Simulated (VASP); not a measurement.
C:

```
CELL_PARAMETERS angstrom
2.47000 0.00000 0.00000
-1.23500 2.13908 0.00000
0.00000 0.00000 6.79000
ATOMIC_POSITIONS crystal
C 0.00000 0.00000 0.00000
C 0.00000 0.00000 0.50000
C 0.33333 0.66667 0.00500
C 0.66667 0.33333 0.50500
```

```yaml
Program: VASP 6.6.1
Task: relaxation of cell and atoms
Functional: PBEsol
Potentials_or_basis: VASP PAW PBE potentials, release 64 (C)
Cutoff: 600 eV
k_mesh: 14 × 14 × 6
Occupations: fermi-dirac, width 0.1 eV
Spin: no spin polarisation
```

At the start: pressure -3.2 GPa; volume 8.97 Å³/atom.

**Question.** Where does the relaxation end?

**Answer.** Over 35 steps the energy falls by 6.9 meV/atom and the volume is 9.33 Å³/atom (+4.1 %); space group P6_3/mmc (No. 194, to 0.05 Å).

Step by step:
```
step  energy change (eV)  largest force (eV/Å)  pressure (GPa)  volume (Å³)
   1              0.0000                0.5696           -3.22        35.88
   2              0.0095                0.3502            8.57        34.94
   3             -0.0217                0.1486            2.01        35.45
   4             -0.0209                0.1754           -1.85        35.85
   5             -0.0244                0.0036            0.18        35.64
   6             -0.0246                0.0075            0.22        35.69
   7             -0.0252                0.0194            0.33        35.84
   8             -0.0260                0.0435            0.56        36.14
   9             -0.0263                0.0925            1.03        36.75
  10             -0.0264                0.0913            0.98        36.77
  11             -0.0266                0.0875            0.86        36.84
  12             -0.0268                0.0800            0.60        36.97
  13             -0.0272                0.0649            0.07        37.25
  14             -0.0272                0.0591           -0.12        37.35
  15             -0.0272                0.0557           -0.23        37.41
  16             -0.0272                0.0572           -0.18        37.38
  17             -0.0273                0.0465           -0.14        37.38
  18             -0.0274                0.0144            0.02        37.38
  19             -0.0274                0.0039            0.07        37.39
  20             -0.0274                0.0021            0.02        37.39
  21             -0.0274                0.0007           -0.02        37.39
  22             -0.0274                0.0008           -0.02        37.39
  23             -0.0274                0.0004           -0.02        37.39
  24             -0.0274                0.0008           -0.01        37.39
  25             -0.0274                0.0033            0.00        37.38
  26             -0.0274                0.0032           -0.01        37.38
  27             -0.0274                0.0032            0.00        37.38
  28             -0.0274                0.0031           -0.01        37.37
  29             -0.0274                0.0028           -0.02        37.36
  30             -0.0274                0.0023           -0.04        37.35
  31             -0.0274                0.0025           -0.05        37.35
  32             -0.0274                0.0024           -0.05        37.35
  33             -0.0274                0.0023           -0.06        37.35
  34             -0.0274                0.0001            0.04        37.34
  35             -0.0274                0.0009            0.01        37.34
```

Final structure:
```yaml
crystal:
  lattice:
    - [2.45994, 0.00000, 0.00000]
    - [-1.22997, 2.13037, 0.00000]
    - [0.00000, 0.00000, 7.12512]
  atoms:
    - { symbol: C, position: [0.00000, 0.00000, 0.00250] }
    - { symbol: C, position: [0.00000, 0.00000, 0.50250] }
    - { symbol: C, position: [0.33333, 0.66667, 0.00250] }
    - { symbol: C, position: [0.66667, 0.33333, 0.50250] }
```

Caveat: the PAW data sets were made with another functional, which shifts forces and pressure a little; this functional lacks dispersion, which binds the layers, so the pressure and a relaxed spacing across them are unreliable.
